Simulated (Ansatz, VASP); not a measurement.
## Al2Cu in VASP and in Ansatz

Contents of INCAR:

```
SYSTEM = Al2Cu
PREC     = Accurate       ! precision mode
ENCUT    = 520            ! plane-wave cutoff, eV
EDIFF    = 1E-6           ! SCF threshold, eV
ISMEAR   = 0              ! smearing method
SIGMA    = 0.15           ! smearing width, eV
LREAL    = .False.        ! projectors in reciprocal space
LASPH    = .True.         ! aspherical terms in the spheres
NELM     = 80             ! most SCF steps
ALGO     = Fast           ! electronic algorithm
ISIF     = 2              ! what is computed and relaxed
LWAVE    = .False.        ! write WAVECAR
LCHARG   = .False.        ! write CHGCAR
GGA      = PE             ! functional
NBANDS   = 16             ! bands
```

Contents of KPOINTS:

```
regular mesh
0
Gamma
  14 14 14
  0 0 0
```

POSCAR

```
Al2Cu
1.0
   -1.9969049054      1.9969049054      2.7468500000
    1.9969049054     -1.9969049054      2.7468500000
    1.9969049054      1.9969049054     -2.7468500000
Al Cu
2 1
Direct
    0.7500000000      0.2500000000      0.5000000000
    0.2500000000      0.7500000000      0.5000000000
    0.5000000000      0.5000000000      0.0000000000
```

Input for Ansatz:

```yaml
crystal:
  lattice:
    - [-1.9969049054, 1.9969049054, 2.74685]
    - [1.9969049054, -1.9969049054, 2.74685]
    - [1.9969049054, 1.9969049054, -2.74685]
  atoms:
    - { symbol: Al, position: [0.75, 0.25, 0.5] }
    - { symbol: Al, position: [0.25, 0.75, 0.5] }
    - { symbol: Cu, position: [0.5, 0.5, 0.0] }
basis:
  ecutwfc: 520.0
kpoints:
  mp_grid: { grid: [14, 14, 14] }
hamiltonian:
  xc: pbe
  pseudopotentials: { kind: paw, azcp: { folder: soft_1 } }
scf:
  occupations: { method: gaussian, width: 0.15 }
output:
  forces: true
  stress: true
  eigenvalues: true
```

Alike in both runs: task single point; functional PBE; k mesh 14 × 14 × 14; occupations gaussian, width 0.15 eV; no spin polarisation.

|  | VASP | Ansatz |
| --- | --- | --- |
| version | VASP 6.6.1 | Ansatz 0.2.0 |
| potentials or method | VASP PAW PBE potentials, release 64 (Al, Cu), cutoff 520 eV | scalar-relativistic, plane waves, PAW |
| valence electrons in the cell | 17 | 25 |

Ansatz gave:

- gap on the k mesh at the Fermi level (eV): none
- pressure (GPa): 11.9
- traceless stress, the component that is largest in VASP (GPa): 2.31

Which values does VASP return?

gap on the k mesh at the Fermi level (eV): none; pressure (GPa): 12.1; traceless stress, the component that is largest in VASP (GPa): 2.30.

A gap of «none» marks a metal or a gap that the smearing closes. VASP's potentials hold 17 valence electrons a cell and Ansatz's 25, so a difference there can come from the potentials and not from the codes.
